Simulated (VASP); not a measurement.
**Al2O3: single point with PBE**

Crystal: Al2O3.

```
Al O
1.0
     2.36059    1.36288    4.29462
    -2.36059    1.36288    4.29462
     0.00000   -2.72577    4.29462
Al O
4 6
Direct
  0.85213 0.85213 0.85213
  0.64787 0.64787 0.64787
  0.14787 0.14787 0.14787
  0.35213 0.35213 0.35213
  0.05616 0.44384 0.75000
  0.75000 0.05616 0.44384
  0.44384 0.75000 0.05616
  0.94384 0.55616 0.25000
  0.25000 0.94384 0.55616
  0.55616 0.25000 0.94384
```

| Property | Result |
| --- | --- |
| Program | VASP 6.6.1 |
| Task | single point |
| Functional | PBE |
| Potentials or basis | VASP PAW PBE potentials, release 64 (Al, O) |
| Cutoff | 520 eV |
| k mesh | 6 × 6 × 6 |
| Occupations | gaussian, width 0.05 eV |
| Spin | no spin polarisation |

The pressure is 14.1 GPa, the largest force is 0.062 eV/Å and the band gap on the k mesh is 6.54 eV.

Forces in eV/Å, atoms in the order of the input:
```
Al   0.000  0.000 -0.019
Al   0.000  0.000  0.019
Al   0.000  0.000  0.019
Al   0.000  0.000 -0.019
O    0.062  0.000  0.000
O   -0.031  0.053  0.000
O   -0.031 -0.053  0.000
O   -0.062  0.000  0.000
O    0.031 -0.053  0.000
O    0.031  0.053  0.000
```

Stress tensor (GPa, compression positive):
```
14.50  0.00  0.00
 0.00 14.50  0.00
 0.00  0.00 13.44
```

Levels at points of the mesh, in eV from the valence-band top:
```tsv
k point	band 22	band 23	band 24	band 25	band 26	band 27
(0.00, 0.00, 0.00)	-0.04	-0.04	0.00	6.54	9.33	11.07
(0.50, 0.00, 0.00)	-0.94	-0.29	-0.29	9.71	9.71	9.94
(0.50, 0.50, 0.00)	-0.94	-0.77	-0.27	9.75	10.04	10.20
(0.50, 0.50, 0.50)	-0.39	-0.39	-0.39	8.95	8.95	11.32
```

It took 2.6 min on 1 thread of Intel Xeon 8259CL (shared host), peak memory 0.26 GiB.

Caveat: the cell stands under pressure. PBE gaps usually lie below the measured ones, often by a third to a half.
